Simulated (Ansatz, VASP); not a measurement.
NaI in VASP and in Ansatz

Contents of POSCAR:

```
NaI
1.0
    0.0000000000      3.5431916810      3.5431916810
    3.5431916810      0.0000000000      3.5431916810
    3.5431916810      3.5431916810      0.0000000000
Na I
1 1
Direct
    0.0000000000      0.0000000000      0.0000000000
    0.2500000000      0.2500000000      0.2500000000
```

File INCAR.step1:

```
SYSTEM = NaI
ALGO = Normal
EDIFF = 1E-4
ENCUT = 520
GGA = PE
ISMEAR = 0
LASPH = .TRUE.
LCHARG = .FALSE.
LREAL = .FALSE.
LWAVE = .TRUE.
NBANDS = 14
NELM = 80
PREC = Accurate
SIGMA = 0.001
```

File INCAR.step2:

```
SYSTEM = NaI
ALGO = Normal
EDIFF = 1E-6
ENCUT = 520
ISIF = 2
ISMEAR = 0
ISTART = 1
LASPH = .TRUE.
LCHARG = .FALSE.
LMIXTAU = .TRUE.
LREAL = .FALSE.
LWAVE = .FALSE.
METAGGA = R2SCAN
NBANDS = 14
NELM = 80
PREC = Accurate
SIGMA = 0.001
```

KPOINTS

```
k-points
0
G
  4 4 4
  0 0 0
```

Input for Ansatz:

```yaml
crystal:
  lattice:
    - [0.0, 3.543191681, 3.543191681]
    - [3.543191681, 0.0, 3.543191681]
    - [3.543191681, 3.543191681, 0.0]
  atoms:
    - { symbol: Na, position: [0.0, 0.0, 0.0] }
    - { symbol: I, position: [0.25, 0.25, 0.25] }
kpoints:
  mp_grid: { grid: [4, 4, 4] }
hamiltonian:
  xc: r2scan
scf:
  occupations: { method: gaussian, width: 0.001 }
  n_extra_bands: 4
output:
  forces: true
  stress: true
  eigenvalues: true
```

Alike in both runs: task single point; functional r2SCAN; k mesh 4 × 4 × 4; occupations gaussian, width 0.001 eV; no spin polarisation.

```csv
,VASP,Ansatz
version,VASP 6.6.1,Ansatz 0.2.0
potentials or method,"VASP PAW PBE potentials, release 64 (Na_pv, I)",plane waves
plane-wave cutoff (eV),520,500
valence electrons in the cell,14,26
```

VASP gave:

| Quantity | Value |
| --- | --- |
| gap on the k mesh at the Fermi level (eV) | 4.42 |
| pressure (GPa) | -0.1 |

Q: What did Ansatz give for the same quantities?

A: gap on the k mesh at the Fermi level (eV): 4.42; pressure (GPa): 0.0.

VASP's potentials were made for PBE, not for r2SCAN. The functional is the same, so the differences come from potentials, cutoffs and numerics. VASP's potentials hold 14 valence electrons a cell and Ansatz's 26, so a difference there can come from the potentials and not from the codes.

Neither program's run includes spin-orbit coupling.
